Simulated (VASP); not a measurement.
Crystal: Ni.

```xyz
1
Lattice="0.0000 1.7855 1.7855 1.7855 0.0000 1.7855 1.7855 1.7855 0.0000" Properties=species:S:1:pos:R:3 pbc="T T T"
Ni    0.0000    0.0000    0.0000
```

Base run:

| Quantity | Value |
| --- | --- |
| Program | VASP 6.6.1 |
| Functional | PBE |
| Potentials or basis | VASP PAW PBE potentials, release 64 (Ni) |
| Cutoff | 520 eV |
| k mesh | 12 × 12 × 12 |
| Occupations | fermi-dirac, width 0.1 eV |
| Spin | collinear spin, ferromagnetic start |
| Starting moments | [1.71] μB |
| Fixed moment | 1.71 μB |

Its results: pressure 7.4 GPa; site moments Ni +1.61 μB.

**Question.** After a change of settings the same cell gave: pressure 2.4 GPa; site moments Ni +1.41 μB. Which change was it?
A. fixed moment from 1.71 μB to 0.24 μB; moments at the start from [1.71] to [0.24]
B. fixed moment from 1.71 μB to none; moments at the start from [1.71] to [0.2]
C. fixed moment from 1.71 μB to 1.47 μB; moments at the start from [1.71] to [1.47]
D. fixed moment from 1.71 μB to 1.22 μB; moments at the start from [1.71] to [1.22]

**Answer.** C.

Caveats: the total moment is fixed, so each spin has its own Fermi level.
